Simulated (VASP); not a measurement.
Set up this calculation in VASP 6.6.1, as the native input.

- Task: single point
- Functional: PBEsol
- Potentials or basis: VASP PAW PBE potentials, release 64 (Au)
- Cutoff: 520 eV
- k mesh: 22 × 22 × 22
- Occupations: gaussian, width 0.15 eV
- Spin: no spin polarisation
- Dipole correction: no
- Further INCAR settings: ALGO = Fast; EDIFF = 1e-06; NBANDS = 12

The structure of Au lies in POSCAR:

```
Au
1.0
   -1.7039770099      1.7039770099      1.5676588491
    1.7039770099     -1.7039770099      1.5676588491
    1.7039770099      1.7039770099     -1.5676588491
Au
1
Direct
    0.0000000000      0.0000000000      0.0000000000
```

This cell differs from its parent crystal: ratio of the length along z to the lengths across it x 0.92, volume and fractional coordinates fixed.

These files were run (other wordings do the same):

INCAR

```
PREC     = Accurate       # precision mode
ENCUT    = 520            # plane-wave cutoff, eV
EDIFF    = 1E-6           # SCF threshold, eV
ISMEAR   = 0              # smearing method
SIGMA    = 0.15           # smearing width, eV
LREAL    = False          # projectors in reciprocal space
LASPH    = True           # aspherical terms in the spheres
NELM     = 100            # most SCF steps
ALGO     = Fast           # electronic algorithm
ISIF     = 2              # what is computed and relaxed
LWAVE    = False          # write WAVECAR
LCHARG   = False          # write CHGCAR
GGA      = PS             # functional
NBANDS   = 12             # bands
```

KPOINTS

```
regular mesh
0
Gamma
  22 22 22
```

Potentials or basis: VASP PAW PBE potentials, release 64 (Au).

Command:

```console
$ cat potpaw_PBE.64/Au/POTCAR > POTCAR
$ mpirun -np 1 vasp_std > vasp.out
```

Results of the run:

The pressure is -9.5 GPa. The band gap on the k mesh is zero (an odd number of electrons rules out a gap without spin polarisation).

Caveat: the cell stands under tension; the PAW data sets were made with another functional, which shifts forces and pressure a little; spin-orbit coupling is left out, which moves the levels of the heavy elements.

Run time: 110 s on 1 thread of Intel Xeon 8259CL (shared host), peak memory 0.29 GiB.
